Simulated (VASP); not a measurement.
Input of a VASP 6.6.1 run:

File INCAR:

```
SYSTEM = SrBe
PREC     = Accurate       ! precision mode
ENCUT    = 520            ! plane-wave cutoff, eV
EDIFF    = 1E-6           ! SCF threshold, eV
ISMEAR   = 1              ! smearing method
SIGMA    = 0.05           ! smearing width, eV
LREAL    = .False.        ! projectors in reciprocal space
LASPH    = .True.         ! aspherical terms in the spheres
NELM     = 60             ! most SCF steps
ALGO     = Normal         ! electronic algorithm
ISIF     = 2              ! what is computed and relaxed
LWAVE    = .False.        ! write WAVECAR
LCHARG   = .False.        ! write CHGCAR
GGA      = CA             ! functional
NBANDS   = 13             ! bands
```

The input KPOINTS:

```
Automatic mesh
0
Gamma
  6 6 6
  0 0 0
```

POSCAR

```
SrBe
1.0
    3.6708153741      0.0000000000      0.0000000000
    0.0000000000      3.6708153741      0.0000000000
    0.0000000000      0.0000000000      3.6708153741
Sr Be
1 1
Direct
    0.0000000000      0.0000000000      0.0000000000
    0.5000000000      0.5000000000      0.5000000000
```

Potentials or basis: VASP PAW LDA potentials, release 64 (Sr_sv, Be).

The run is started by

```console
$ cat potpaw_LDA.64/Sr_sv/POTCAR potpaw_LDA.64/Be/POTCAR > POTCAR
$ mpirun -np 1 vasp_std > vasp.out
```

Task: Estimate the pressure.

Result: -0.5 GPa.

Task: Estimate the band gap on the k mesh.

Result: Zero (band 6 reaches 3.70 eV, above the bottom of band 7 at 1.33 eV).
